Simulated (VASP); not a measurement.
# Rb (Im-3m) in VASP: notebook, part 2 of 2

VASP 6.6.1. Earlier steps stand in the parts before.

**4. Relaxation of cell and atoms, PBEsol (90.68 Å³/atom)**

File POSCAR:

```
Rb
1.0
   -2.8302493294      2.8302493294      2.8302493294
    2.8302493294     -2.8302493294      2.8302493294
    2.8302493294      2.8302493294     -2.8302493294
Rb
1
Direct
    0.0000000000      0.0000000000      0.0000000000
```

File INCAR.step1:

```
GGA = PS
ISMEAR = -1
SIGMA = 0.02
LWAVE = False
LCHARG = False
NSW = 80
PREC = Accurate
LASPH = True
LREAL = False
ALGO = Normal
EDIFF = 1E-7
NELM = 120
GGA_COMPAT = False
IBRION = 2
ISIF = 3
EDIFFG = -0.002
NELMIN = 4
ENCUT = 650
POTIM = 0.5
```

File INCAR.step4:

```
GGA = PS
ISMEAR = -1
SIGMA = 0.02
LWAVE = False
LCHARG = False
PREC = Accurate
LASPH = True
LREAL = False
ALGO = Normal
EDIFF = 1E-7
NELM = 120
GGA_COMPAT = False
ISIF = 2
ENCUT = 650
```

File KPOINTS:

```
Automatic mesh
0
Gamma
  9 9 9
  0 0 0
```

Run with:

```sh
$ cat potpaw_PBE.64/Rb_sv/POTCAR > POTCAR
$ cp INCAR.step1 INCAR
$ cp POSCAR.step1 POSCAR
$ mpirun -np 1 vasp_std > vasp.out
$ cp CONTCAR POSCAR
$ mpirun -np 1 vasp_std > vasp.out
$ cp CONTCAR POSCAR
$ mpirun -np 1 vasp_std > vasp.out
$ cp CONTCAR POSCAR
$ cp INCAR.step4 INCAR
$ mpirun -np 1 vasp_std > vasp.out
```

It took 2 min on 1 thread of Intel Xeon 6975P-C (Granite Rapids), shared host; peak memory 0.28 GiB.

The run converged. Its results:

```
Free energy                           : -1.0276 eV
Relaxed volume                        : 86.22 Å³/atom
Relaxed cell                          : a = 4.820 Å, b = 4.820 Å, c = 4.820 Å, α = 109.47°, β = 109.47°, γ = 109.47°
Space group after relaxing (to 0.1 Å) : Im-3m (No. 229)
Energy gained by relaxing             : 1.9 meV/atom
Ionic steps                           : 6
Pressure after relaxing               : 0.0 GPa
Band gap on the k mesh                : zero (an odd number of electrons rules out a gap without spin polarisation)
```

The path:
```csv
step,energy change (eV),largest force (eV/Å),pressure (GPa),volume (Å³)
1,0.0000,0.0000,-0.13,90.68
2,-0.0008,0.0000,-0.11,89.69
3,-0.0019,0.0000,-0.03,87.08
4,-0.0020,0.0000,0.00,86.22
5,-0.0019,0.0000,0.00,86.22
6,-0.0019,0.0000,0.00,86.22
```

Final structure:
```
Rb
1.0
    -2.78305    2.78305    2.78305
     2.78305   -2.78305    2.78305
     2.78305    2.78305   -2.78305
Rb
1
Direct
  0.00000 0.00000 0.00000
```

Levels at points of the mesh, in eV from the Fermi level:
```tsv
k point	band 1	band 2	band 3	band 4	band 5	band 6	band 7	band 8
(0.00, 0.00, 0.00)	-28.81	-12.85	-12.85	-12.85	-2.03	3.75	3.75	3.75
```

Caveat: the PAW data sets were made with another functional, which shifts forces and pressure a little.

**5. Relaxation of cell and atoms, PBEsol (90.68 Å³/atom)**

POSCAR is that of step 4.

File INCAR.step1:

```
GGA = PS
ISMEAR = -1
SIGMA = 0.15
LWAVE = False
LCHARG = False
NSW = 80
PREC = Normal
LASPH = True
LREAL = False
ALGO = Normal
EDIFF = 1E-7
NELM = 120
GGA_COMPAT = False
IBRION = 2
ISIF = 3
EDIFFG = -0.02
NELMIN = 4
ENCUT = 380
POTIM = 0.5
```

File INCAR.step2:

```
GGA = PS
ISMEAR = -1
SIGMA = 0.15
LWAVE = False
LCHARG = False
PREC = Normal
LASPH = True
LREAL = False
ALGO = Normal
EDIFF = 1E-7
NELM = 120
GGA_COMPAT = False
ISIF = 2
ENCUT = 380
```

File KPOINTS:

```
Automatic mesh
0
Gamma
  8 8 8
  0 0 0
```

Run with:

```sh
$ cat potpaw_PBE.64/Rb_sv/POTCAR > POTCAR
$ cp INCAR.step1 INCAR
$ cp POSCAR.step1 POSCAR
$ mpirun -np 1 vasp_std > vasp.out
$ cp CONTCAR POSCAR
$ cp INCAR.step2 INCAR
$ mpirun -np 1 vasp_std > vasp.out
```

Run time: 18 s. Hardware: 1 thread of Intel Xeon 6975P-C (Granite Rapids), shared host; peak memory 0.14 GiB.

The run converged. Its results:

| Quantity | Value |
| --- | --- |
| Free energy | -1.0570 eV |
| Relaxed volume | 86.86 Å³/atom |
| Relaxed cell | a = 4.832 Å, b = 4.832 Å, c = 4.832 Å, α = 109.47°, β = 109.47°, γ = 109.47° |
| Space group after relaxing (to 0.1 Å) | Im-3m (No. 229) |
| Energy gained by relaxing | 1.4 meV/atom |
| Ionic steps | 5 |
| Pressure after relaxing | 0.0 GPa |
| Band gap on the k mesh | zero (an odd number of electrons rules out a gap without spin polarisation) |

The path:
| step | energy change (eV) | largest force (eV/Å) | pressure (GPa) | volume (Å³) |
| --- | --- | --- | --- | --- |
| 1 | 0.0000 | 0.0000 | -0.11 | 90.68 |
| 2 | -0.0005 | 0.0000 | -0.09 | 89.85 |
| 3 | -0.0013 | 0.0000 | -0.04 | 88.03 |
| 4 | -0.0008 | 0.0000 | 0.08 | 84.46 |
| 5 | -0.0014 | 0.0000 | 0.00 | 86.86 |

Final structure:
```xyz
1
Lattice="-2.7899 2.7899 2.7899 2.7899 -2.7899 2.7899 2.7899 2.7899 -2.7899" Properties=species:S:1:pos:R:3 pbc="T T T"
Rb    0.0000    0.0000    0.0000
```

Levels at points of the mesh, in eV from the Fermi level:
```tsv
k point	band 1	band 2	band 3	band 4	band 5	band 6	band 7	band 8
(0.00, 0.00, 0.00)	-28.82	-12.86	-12.86	-12.86	-2.02	3.74	3.74	3.74
(0.50, 0.00, 0.00)	-28.81	-12.97	-12.90	-12.86	0.24	0.83	2.61	4.37
(0.50, 0.50, 0.50)	-28.81	-12.94	-12.94	-12.94	1.25	1.25	3.38	3.38
```

Caveat: the PAW data sets were made with another functional, which shifts forces and pressure a little.

**6. Single point, PBEsol**

This run uses another cell than the first one: it holds 1 atom, not 2.

File INCAR:

```
PREC     = Accurate       # precision mode
ENCUT    = 520            # plane-wave cutoff, eV
EDIFF    = 1E-6           # SCF threshold, eV
ISMEAR   = -1             # smearing method
SIGMA    = 0.05           # smearing width, eV
LREAL    = False          # projectors in reciprocal space
LASPH    = True           # aspherical terms in the spheres
NELM     = 80             # most SCF steps
ALGO     = Normal         # electronic algorithm
ISIF     = 2              # what is computed and relaxed
LWAVE    = False          # write WAVECAR
LCHARG   = True           # write CHGCAR
GGA      = PS             # functional
LELF     = True           # ELF
LVHAR    = True         
NBANDS   = 10             # bands
```

File KPOINTS:

```
Automatic mesh
0
Gamma
  8 8 8
```

File POSCAR:

```
Rb
1.0
   -2.8025000000      2.8025000000      2.8025000000
    2.8025000000     -2.8025000000      2.8025000000
    2.8025000000      2.8025000000     -2.8025000000
Rb
1
Direct
    0.0000000000      0.0000000000      0.0000000000
```

Potentials or basis: VASP PAW PBE potentials, release 64 (Rb_sv).

Run with:

```sh
$ cat potpaw_PBE.64/Rb_sv/POTCAR > POTCAR
$ mpirun -np 1 vasp_std > vasp.out
```

It took 26 s on 1 thread of Intel Xeon 8259CL, shared host; peak memory 0.2 GiB.

The run converged. Its results:

* Free energy: -1.0235 eV
* Pressure: 0.0 GPa
* Band gap on the k mesh: zero (an odd number of electrons rules out a gap without spin polarisation)

Levels at points of the mesh, in eV from the Fermi level:
```tsv
k point	band 1	band 2	band 3	band 4	band 5	band 6	band 7	band 8
(0.00, 0.00, 0.00)	-28.86	-12.90	-12.90	-12.90	-2.04	3.69	3.69	3.69
(0.50, 0.00, 0.00)	-28.85	-13.01	-12.94	-12.90	0.21	0.78	2.57	4.31
(0.50, 0.50, 0.50)	-28.85	-12.98	-12.98	-12.98	1.22	1.22	3.31	3.31
```

Caveat: the PAW data sets were made with another functional, which shifts forces and pressure a little.

**7. Overview**

| task | cell | k mesh | cutoff (eV) | smearing | dipole correction | tolerance level | purpose | passes | gap on the mesh (eV) | pressure (GPa) | relaxed volume (Å³/atom) |
| --- | --- | --- | --- | --- | --- | --- | --- | --- | --- | --- | --- |
| single point | a = 5.605 Å, 2 atoms, atomic positions A | 5 × 5 × 5 | 500 | methfessel-paxton 0.2 eV | no | - | - | - | none | -0.1 | - |
| relaxation of cell and atoms | relaxed from a = 4.902 Å, angles 109.5°, 1 atom, atomic positions B | 8 × 8 × 8 | 330 | fermi-dirac 0.03 eV | - | screening | cell | 2 | none | 0.0 | 86.60 |
| relaxation of cell and atoms | relaxed from a = 4.902 Å, angles 109.5°, 1 atom, atomic positions B | 9 × 9 × 9 | 650 | fermi-dirac 0.02 eV | - | screening | cell | 3 | none | 0.0 | 86.22 |
| relaxation of cell and atoms | relaxed from a = 4.902 Å, angles 109.5°, 1 atom, atomic positions B | 8 × 8 × 8 | 380 | fermi-dirac 0.15 eV | - | screening | cell | 1 | none | 0.0 | 86.86 |
| single point | a = 4.854 Å, angles 109.5°, 1 atom, atomic positions B | 8 × 8 × 8 | 520 | fermi-dirac 0.05 eV | no | - | - | - | none | 0.0 | - |

Alike in all rows: level PBEsol; potentials or basis VASP PAW PBE potentials, release 64 (Rb_sv); no spin polarisation.

Caveats: the PAW data sets were made with another functional, which shifts forces and pressure a little.

Total energies depend on the potentials used, so only differences within one code and one set of settings carry meaning.
